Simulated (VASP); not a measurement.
# ZnO (P4_2/mnm) in VASP: a series of runs

The runs below take ZnO through single point, with PBE.

Program: VASP 6.6.1. These are calculated values, not measurements. Logs are shortened: lines on timing, memory, paths and dates and some standing lists are left out, and cuts for length are marked.

## 1. The cell of the first run

It takes space group P4_2/mnm (No. 136, tetragonal). The conventional cell has a = 5.609 Å, b = 5.609 Å, c = 3.279 Å, α = 90.00°, β = 90.00°, γ = 90.00°. Zn (site symmetry m2m) has 4 O at 1.97 to 2.04 Å within 2.6 Å. O (site symmetry m2m) has 4 Zn at 1.97 to 2.04 Å within 2.6 Å.

## 2. Single point, PBE

INCAR

```
SYSTEM = ZnO
  PREC = Accurate
  ENCUT = 520
  EDIFF = 1E-6
  ISMEAR = 0
  SIGMA = 0.02
  LREAL = .False.
  LASPH = .True.
  NELM = 60
  ALGO = Normal
  ISIF = 2
  LWAVE = .False.
  LCHARG = .False.
  GGA = PE
  NBANDS = 46
```

KPOINTS

```
Automatic mesh
0
Gamma
  6 6 8
  0 0 0
```

POSCAR

```
ZnO
1.0
    5.6094976070      0.0000000000      0.0000000000
    0.0000000000      5.6094976070      0.0000000000
    0.0000000000      0.0000000000      3.2793347528
Zn O
4 4
Direct
    0.1815978298      0.1815978298      0.5000000000
    0.8184021702      0.8184021702      0.5000000000
    0.6815978298      0.3184021702      0.0000000000
    0.3184021702      0.6815978298      0.0000000000
    0.8184604357      0.1815395643      0.5000000000
    0.1815395643      0.8184604357      0.5000000000
    0.6815395643      0.6815395643      0.0000000000
    0.3184604357      0.3184604357      0.0000000000
```

Potentials or basis: VASP PAW PBE potentials, release 64 (Zn, O).

Started as:

```bash
cat potpaw_PBE.64/Zn/POTCAR potpaw_PBE.64/O/POTCAR > POTCAR
mpirun -np 1 vasp_std > vasp.out
```

OUTCAR:

```text
SYSTEM = ZnO
   PREC = Accurate
   ENCUT = 520
   EDIFF = 1E-6
   ISMEAR = 0
   LREAL = .False.
   LASPH = .True.
   NELM = 60
   ISIF = 2
   GGA = PE

 ion  position               nearest neighbor table
   1  0.182  0.182  0.500-   8 1.97   8 1.97   5 2.04   6 2.04   2 2.88
   2  0.818  0.818  0.500-   7 1.97   7 1.97   5 2.04   6 2.04   1 2.88
   3  0.682  0.318  0.000-   5 1.97   5 1.97   8 2.04   7 2.04   4 2.88
   4  0.318  0.682  0.000-   6 1.97   6 1.97   8 2.04   7 2.04   3 2.88
   5  0.818  0.182  0.500-   3 1.97   3 1.97   1 2.04   2 2.04
   6  0.182  0.818  0.500-   4 1.97   4 1.97   1 2.04   2 2.04
   7  0.682  0.682  0.000-   2 1.97   2 1.97   4 2.04   3 2.04
   8  0.318  0.318  0.000-   1 1.97   1 1.97   4 2.04   3 2.04

  LATTYP: Found a simple tetragonal cell.
 ALAT       =     5.6094976070
 C/A-ratio  =     0.5846040025

  Lattice vectors:

 A1 = (   5.6094976070,   0.0000000000,   0.0000000000)
 A2 = (   0.0000000000,   5.6094976070,   0.0000000000)
 A3 = (   0.0000000000,   0.0000000000,   3.2793347528)

Analysis of symmetry for initial positions (statically):
=====================================================================
 Subroutine PRICEL returns:
 Original cell was already a primitive cell.

 Routine SETGRP: Setting up the symmetry group for a
 simple tetragonal supercell.

 Subroutine GETGRP returns: Found 16 space group operations
 (whereof  8 operations were pure point group operations)
 out of a pool of 16 trial point group operations.

The static configuration has the point symmetry D_2h.
 The point group associated with its full space group is D_4h.

Analysis of symmetry for dynamics (positions and initial velocities):
=====================================================================
 Subroutine PRICEL returns:
 Original cell was already a primitive cell.

 Routine SETGRP: Setting up the symmetry group for a
 simple tetragonal supercell.

 Subroutine GETGRP returns: Found 16 space group operations
 (whereof  8 operations were pure point group operations)
 out of a pool of 16 trial point group operations.

The dynamic configuration has the point symmetry D_2h.
 The point group associated with its full space group is D_4h.

 Subroutine INISYM returns: Found 16 space group operations
 (whereof  8 operations are pure point group operations),
 and found     1 'primitive' translations

----------------------------------------------------------------------------------------

                                     Primitive cell

  volume of cell :     103.1891

  direct lattice vectors                    reciprocal lattice vectors
     5.609497607  0.000000000  0.000000000     0.178269084  0.000000000  0.000000000
     0.000000000  5.609497607  0.000000000     0.000000000  0.178269084  0.000000000
     0.000000000  0.000000000  3.279334753     0.000000000  0.000000000  0.304939896

  length of vectors
     5.609497607  5.609497607  3.279334753     0.178269084  0.178269084  0.304939896

  position of ions in fractional coordinates (direct lattice)
     0.181597830  0.181597830  0.500000000
     0.818402170  0.818402170  0.500000000
     0.681597830  0.318402170  0.000000000
     0.318402170  0.681597830  0.000000000
     0.818460436  0.181539564  0.500000000
     0.181539564  0.818460436  0.500000000
     0.681539564  0.681539564  0.000000000
     0.318460436  0.318460436  0.000000000

  ion indices of the primitive-cell ions
   primitive index   ion index
                 1           1
                 2           2
                 3           3
                 4           4
                 5           5
                 6           6
                 7           7
                 8           8

----------------------------------------------------------------------------------------

 KPOINTS: Automatic mesh

Automatic generation of k-mesh.
 Grid dimensions read from file:
 generate k-points for:    6    6    8

 Generating k-lattice:

  Cartesian coordinates                     Fractional coordinates (reciprocal lattice)
     0.029711514  0.000000000  0.000000000     0.166666667  0.000000000  0.000000000
     0.000000000  0.029711514  0.000000000     0.000000000  0.166666667  0.000000000
     0.000000000  0.000000000  0.038117487     0.000000000  0.000000000  0.125000000

  Length of vectors
     0.029711514  0.029711514  0.038117487

  Shift w.r.t. Gamma in fractional coordinates (k-lattice)
     0.000000000  0.000000000  0.000000000

 Subroutine IBZKPT returns following result:
 ===========================================

 Found     50 irreducible k-points:

 Following reciprocal coordinates:
            Coordinates               Weight
  0.000000  0.000000  0.000000      1.000000
  0.166667  0.000000  0.000000      4.000000
  0.333333  0.000000  0.000000      4.000000
  0.500000  0.000000  0.000000      2.000000
  0.166667  0.166667  0.000000      4.000000
  0.333333  0.166667  0.000000      8.000000
[... 16 lines left out ...]
  0.333333  0.000000  0.250000      8.000000
  0.500000  0.000000  0.250000      4.000000
 [... further k-points ...]
   k-points           NKPTS =     50   k-points in BZ     NKDIM =     50   number of bands    NBANDS=     46
   number of dos      NEDOS =    301   number of ions     NIONS =      8
   total plane-waves  NPLWV =  42336
   dimension x,y,z NGX =    42 NGY =   42 NGZ =   24
   dimension x,y,z NGXF=    84 NGYF=   84 NGZF=   48
   ions per type =               4   4
   NGX,Y,Z   is equivalent  to a cutoff of  12.45, 12.45, 12.17 a.u.
   NGXF,Y,Z  is equivalent  to a cutoff of  24.89, 24.89, 24.33 a.u.
 SYSTEM =  ZnO
   PREC   = accura    normal or accurate (medium, high low for compatibility)
   ISTART =      0    job   : 0-new  1-cont  2-samecut
   ICHARG =      2    charge: 1-file 2-atom 10-const
   ISPIN  =      1    spin polarized calculation?
   LNONCOLLINEAR =      F non collinear calculations
   LSORBIT =      F    spin-orbit coupling
   LASPH  =      T    aspherical Exc in radial PAW
   ENCUT  =  520.0 eV  38.22 Ry    6.18 a.u.  10.43 10.43  6.10*2*pi/ulx,y,z
   NELM   =     60;   NELMIN=  2; NELMDL= -5     # of ELM steps
   EDIFF  = 0.1E-05   stopping-criterion for ELM
   LREAL  =      F    real-space projection
   EDIFFG = 0.1E-04   stopping-criterion for IOM
   NSW    =      0    number of steps for IOM
   IBRION =     -1    ionic relax: 0-MD 1-quasi-New 2-CG
   NFREE  =      0    steps in history (QN), initial steepest desc. (CG)
   ISIF   =      2    stress and relaxation
   ISYM   =      2    0-nonsym 1-usesym 2-fastsym
   POTIM  = 0.5000    time-step for ionic-motion
   TEBEG  =    0.0;   TEEND  =   0.0 temperature during run
   PSTRESS=    0.0 pullay stress
   NELECT =      72.0000    total number of electrons
   NUPDOWN=      -1.0000    fix difference up-down
   EMIN   =  10.00;   EMAX   =-10.00  energy-range for DOS
   EFERMI =   0.00;   METHOD = LEGACY
   ISMEAR =     0;   SIGMA  =   0.02  broadening in eV -4-tet -1-fermi 0-gaus
   EFERMI_NEDOS =   21; number of points for ismear=-14 and -15
   IALGO  =     38    algorithm
   IMIX   =      4    mixing-type and parameters
     AMIX     =   0.40;   BMIX     =  1.00
     AMIX_MAG =   1.60;   BMIX_MAG =  1.00
  volume/ion in A,a.u.               =      12.90        87.04
  Fermi-wavevector in a.u.,A,eV,Ry     =   1.452026  2.743932 28.686250  2.108380
  Thomas-Fermi vector in A             =   2.569456
   LORBIT       =      0    0 simple, 1 ext, 2 COOP (PROOUT), +10 PAW based schemes
   GGA     = PE    functional components
   LHFCALC =     F    Hartree Fock is set to
   AEXX    =    0.0000 exact exchange contribution
   IVDW    =     0    specifies the selected vdW correction
   LEPSILON=     F    determine dielectric tensor
   LRPA    =     F    only Hartree local field effects (RPA)
 non-spin polarized calculation
 Gauss-broadening in eV      SIGMA  =   0.02
  energy-cutoff  :      520.00
  volume of cell :      103.19
 maximum number of plane-waves:      2804
 NGX is ok and might be reduce to    42
   NGX = 21   NGY = 21   NGZ = 13

 number of electron      71.9999977 magnetization

 Free energy of the ion-electron system (eV)
  ---------------------------------------------------
  ext. energy  EPLUGINS =         0.00000000
  ---------------------------------------------------
  free energy    TOTEN  =       -35.53758313 eV

  energy without entropy =      -35.53758313  energy(sigma->0) =      -35.53758313

 E-fermi :   0.8064     XC(G=0): -10.4122

 val. band max:        0.6740490207   @ k =   0.0000   0.0000   0.0000
 cond. band min:       1.4175134859   @ k =   0.0000   0.0000   0.0000
 fundamental gap:      0.7434644652
 Fermi energy:         0.8063613405

 k-point     1 :       0.0000    0.0000    0.0000
  band No.  band energies     occupation
      1     -17.1602      2.00000
      2     -16.5027      2.00000
      3     -16.5027      2.00000
      4     -16.4276      2.00000
      5      -5.4133      2.00000
      6      -5.2304      2.00000
[... 38 lines left out ...]
     45      10.7669      0.00000
     46      12.8111      0.00000

 k-point     2 :       0.1667    0.0000    0.0000
  band No.  band energies     occupation
      1     -17.1252      2.00000
      2     -16.5826      2.00000
      3     -16.4895      2.00000
      4     -16.3978      2.00000
      5      -5.4119      2.00000
      6      -5.2497      2.00000
[... 38 lines left out ...]
     45      11.1823      0.00000
     46      12.6727      0.00000

 k-point     3 :       0.3333    0.0000    0.0000
  band No.  band energies     occupation
      1     -17.0271      2.00000
      2     -16.7258      2.00000
      3     -16.4555      2.00000
      4     -16.3904      2.00000
      5      -5.3963      2.00000
      6      -5.2985      2.00000
[... 1018 lines left out ...]
     45      10.0577      0.00000
     46      10.5417      0.00000

 k-point    24 :       0.5000    0.0000    0.2500
  band No.  band energies     occupation
      1     -16.7334      2.00000
      2     -16.7334      2.00000
      3     -16.3549      2.00000
      4     -16.3549      2.00000
      5      -5.2270      2.00000
      6      -5.2270      2.00000
[... 38 lines left out ...]
     45      10.1534      0.00000
     46      10.1534      0.00000

 [... further k-points ...]

------------------------ aborting loop because EDIFF is reached ----------------------------------------

  FORCE on cell =-STRESS in cart. coord.  units (eV):
  Direction    XX          YY          ZZ          XY          YZ          ZX
  --------------------------------------------------------------------------------------
  -------------------------------------------------------------------------------------
  Total        0.4644601      0.4644601      0.5643943     -0.0000000      0.0000000      0.0000000
  in kB        7.2114957      7.2114957      8.7631353     -0.0000000      0.0000000      0.0000000
  external PRESSURE =       7.7287089 kB  Pullay stress =       0.0000000 kB

 VOLUME and BASIS-vectors are now :
 -----------------------------------------------------------------------------
  energy-cutoff  :      520.00
  volume of cell :      103.19
      direct lattice vectors                 reciprocal lattice vectors
     5.609497607  0.000000000  0.000000000     0.178269084  0.000000000  0.000000000
     0.000000000  5.609497607  0.000000000     0.000000000  0.178269084  0.000000000
     0.000000000  0.000000000  3.279334753     0.000000000  0.000000000  0.304939896

 POSITION                                       TOTAL-FORCE (eV/Angst)
 -----------------------------------------------------------------------------------
      1.01867      1.01867      1.63967         0.001581      0.001581      0.000000
      4.59083      4.59083      1.63967        -0.001581     -0.001581     -0.000000
      3.82342      1.78608      0.00000         0.001581     -0.001581     -0.000000
      1.78608      3.82342      0.00000        -0.001581      0.001581     -0.000000
      4.59115      1.01835      1.63967        -0.001197      0.001197     -0.000000
      1.01835      4.59115      1.63967         0.001197     -0.001197      0.000000
      3.82309      3.82309      0.00000         0.001197      0.001197     -0.000000
      1.78640      1.78640      0.00000        -0.001197     -0.001197      0.000000
 -----------------------------------------------------------------------------------
    total drift:                                0.000000      0.000000      0.000000

  FREE ENERGIE OF THE ION-ELECTRON SYSTEM (eV)
  ---------------------------------------------------
  free  energy   TOTEN  =       -35.5375831288 eV

  energy  without entropy=      -35.5375831288  energy(sigma->0) =      -35.53758313
```

Wall time 6.9 min (1 thread of Intel Xeon 8259CL, shared host); peak memory 0.31 GiB.

Results:

```
Free energy            : -35.5376 eV
Pressure               : 0.8 GPa
Band gap on the k mesh : 0.74 eV
```

Forces on the atoms (eV/Å):
```
Zn   0.002  0.002  0.000
Zn  -0.002 -0.002  0.000
Zn   0.002 -0.002  0.000
Zn  -0.002  0.002  0.000
O   -0.001  0.001  0.000
O    0.001 -0.001  0.000
O    0.001  0.001  0.000
O   -0.001 -0.001  0.000
```

Levels at points of the mesh, in eV from the valence-band top:
| k point | band 32 | band 33 | band 34 | band 35 | band 36 | band 37 | band 38 | band 39 | band 40 | band 41 |
| --- | --- | --- | --- | --- | --- | --- | --- | --- | --- | --- |
| (0.00, 0.00, 0.00) | -0.81 | -0.43 | -0.18 | -0.18 | 0.00 | 0.74 | 5.11 | 5.11 | 6.92 | 7.24 |
| (0.50, 0.00, 0.00) | -1.48 | -0.49 | -0.49 | -0.40 | -0.40 | 3.12 | 3.12 | 6.01 | 6.01 | 8.01 |
| (0.50, 0.50, 0.00) | -1.05 | -0.81 | -0.81 | -0.75 | -0.75 | 4.16 | 4.16 | 4.60 | 4.60 | 8.36 |
| (0.00, 0.00, 0.50) | -1.72 | -1.69 | -1.69 | -1.27 | -1.27 | 5.72 | 5.72 | 7.90 | 7.90 | 8.00 |
| (0.50, 0.00, 0.50) | -1.79 | -1.48 | -1.48 | -1.00 | -1.00 | 5.79 | 5.79 | 6.74 | 6.74 | 7.65 |
| (0.50, 0.50, 0.50) | -1.34 | -1.31 | -1.31 | -1.26 | -1.26 | 5.54 | 5.54 | 5.81 | 5.81 | 7.71 |

Caveat: semilocal functionals underestimate gaps, and a narrow one can read as zero.

(Part 1 of 2 ends here.)
